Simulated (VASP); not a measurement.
Wanted: the native input for a VASP 6.6.1 run.

| Item | Value |
| --- | --- |
| Task | single point |
| Functional | r2SCAN |
| Potentials or basis | VASP PAW PBE potentials, release 64 (Hf_pv, O) |
| Cutoff | 520 eV |
| k mesh | 6 × 6 × 6 |
| Occupations | gaussian, width 0.05 eV |
| Spin | no spin polarisation |
| Dipole correction | no |
| Further INCAR settings | ALGO = Normal; EDIFF = 1e-06; NBANDS = 31 |

The system is HfO2.

```
Hf O
1.0
     3.57682    0.00000    0.00000
     0.00000    3.57682    0.00000
     0.00000    0.00000    5.20267
Hf O
2 4
Direct
  0.50000 0.50000 0.50000
  0.00000 0.00000 0.00000
  0.00000 0.43710 0.73941
  0.50000 0.00000 0.80384
  0.50000 0.00000 0.30384
  0.00000 0.50000 0.19616
```

This cell differs from its parent crystal: atom 3 (O) moved by (-0.225, +0.225) A along y and z.

The input as run:

POSCAR

```
HfO2
1.0
    3.5768243315      0.0000000000      0.0000000000
    0.0000000000      3.5768243315      0.0000000000
    0.0000000000      0.0000000000      5.2026739475
Hf O
2 4
Direct
    0.5000000000      0.5000000000      0.5000000000
    0.0000000000      0.0000000000      0.0000000000
    0.0000000000      0.4370950376      0.7394105278
    0.5000000000      0.0000000000      0.8038364645
    0.5000000000      0.0000000000      0.3038364645
    0.0000000000      0.5000000000      0.1961635355
```

INCAR.step1

```
SYSTEM = HfO2
  PREC = Accurate
  ENCUT = 520
  ISMEAR = 0
  SIGMA = 0.05
  LREAL = .False.
  LASPH = .True.
  NELM = 100
  NBANDS = 31
  GGA = PE
  ALGO = Normal
  EDIFF = 1E-4
  LWAVE = .True.
  LCHARG = .False.
```

INCAR.step2

```
SYSTEM = HfO2
  PREC = Accurate
  ENCUT = 520
  EDIFF = 1E-6
  ISMEAR = 0
  SIGMA = 0.05
  LREAL = .False.
  LASPH = .True.
  NELM = 100
  ALGO = Normal
  ISIF = 2
  LWAVE = .False.
  LCHARG = .False.
  METAGGA = R2SCAN
  LMIXTAU = .True.
  NBANDS = 31
  ISTART = 1
```

KPOINTS

```
regular mesh
0
Gamma
  6 6 6
  0 0 0
```

Potentials or basis: VASP PAW PBE potentials, release 64 (Hf_pv, O).

Command:

```sh
$ cat potpaw_PBE.64/Hf_pv/POTCAR potpaw_PBE.64/O/POTCAR > POTCAR
$ cp INCAR.step1 INCAR
$ mpirun -np 1 vasp_std > vasp.out
$ cp INCAR.step2 INCAR
$ mpirun -np 1 vasp_std > vasp.out
```

Results of the run:

```json
{"Pressure": "-2.9 GPa", "Largest force": "4.503 eV/Å", "Band gap on the k mesh": "4.50 eV, indirect (least direct gap 4.78 eV)"}
```

Caveat: the cell differs from its parent crystal (atom 3 (O) moved by (-0.225, +0.225) A along y and z); the PAW data sets were made with another functional, which shifts forces and pressure a little; spin-orbit coupling is left out, which moves the levels of the heavy elements.

Run time: 7.5 min on 1 thread of Intel(R) Xeon(R) Platinum 8375C CPU @ 2.90GHz (Ice Lake), on a shared host, peak memory 0.27 GiB.
